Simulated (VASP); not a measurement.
# C: single point with r2SCAN

Crystal: C.

```
C
1.0
     0.00000    1.77690    1.77690
     1.77690    0.00000    1.77690
     1.77690    1.77690    0.00000
C
2
Direct
  0.00000 0.00000 0.00000
  0.25000 0.25000 0.25000
```

- Program: VASP 6.6.1
- Task: single point
- Functional: r2SCAN
- Potentials or basis: VASP PAW PBE potentials, release 64 (C)
- Cutoff: 520 eV
- k mesh: 11 × 11 × 11
- Occupations: fermi-dirac, width 0.05 eV
- Spin: no spin polarisation
- Dipole correction: no
- Further INCAR settings: ALGO = Normal; EDIFF = 1e-07; NBANDS = 11

- Pressure: 3.6 GPa
- Band gap on the k mesh: 4.34 eV, indirect (least direct gap 5.87 eV)

Levels at points of the mesh, in eV from the valence-band top:
```tsv
k point	band 1	band 2	band 3	band 4	band 5	band 6	band 7	band 8	band 9
(0.00, 0.00, 0.00)	-22.85	0.00	0.00	0.00	5.87	5.87	5.87	14.08	20.54
```

Run time: 36 s on 1 thread of Intel(R) Xeon(R) Platinum 8375C CPU @ 2.90GHz (Ice Lake), with other jobs on the host, peak memory 0.12 GiB.

Caveat: the PAW data sets were made with another functional, which shifts forces and pressure a little. r2SCAN opens gaps a little over a GGA but as a rule still falls short of measured ones.
